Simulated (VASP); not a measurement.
Set up this calculation in VASP 6.6.1, as the native input.

```
Task                   : single point
Functional             : BLYP
Potentials or basis    : VASP PAW PBE potentials, release 64 (Ni)
Cutoff                 : 520 eV
k mesh                 : 17 × 17 × 17
Occupations            : fermi-dirac, width 0.05 eV
Spin                   : collinear spin, ferromagnetic start
Starting moments       : [0.589] μB
Dipole correction      : no
Further INCAR settings : ALGO = Normal; EDIFF = 1e-06; NBANDS = 15
```

The structure of Ni lies in POSCAR:

```
Ni
1.0
   -1.3645426516      1.3645426516      1.3645426516
    1.3645426516     -1.3645426516      1.3645426516
    1.3645426516      1.3645426516     -1.3645426516
Ni
1
Direct
    0.0000000000      0.0000000000      0.0000000000
```

This cell differs from its parent crystal: volume scaled by 0.88.

The input as run:

INCAR

```
PREC = Accurate
ENCUT = 520
EDIFF = 1E-6
ISMEAR = -1
SIGMA = 0.05
LREAL = F
LASPH = T
NELM = 150
ALGO = Normal
ISIF = 2
LWAVE = F
LCHARG = T
ISPIN = 2
MAGMOM = 0.589
LORBIT = 11
LMAXMIX = 4
GGA = B5
ALDAX = 1.0
AGGAX = 1.0
AGGAC = 1.0
ALDAC = 0.0
LELF = T
LVHAR = T
NBANDS = 15
```

KPOINTS

```
Automatic mesh
0
Gamma
  17 17 17
```

Potentials or basis: VASP PAW PBE potentials, release 64 (Ni).

The run is started by

```sh
$ cat potpaw_PBE.64/Ni/POTCAR > POTCAR
$ mpirun -np 1 vasp_std > vasp.out
```

Results of the run:

The pressure is 28.3 GPa and the net moment is 0.44 μB per cell. The site moments are Ni +0.44 μB. The valence electrons inside the program's atomic spheres are Ni 9.48.

Caveat: the PAW data sets were made with another functional, which shifts forces and pressure a little.

Run time: 36 s on 1 thread of Intel(R) Xeon(R) Platinum 8124M CPU @ 3.00GHz (Skylake/Cascade Lake), on a shared host, peak memory 0.15 GiB.
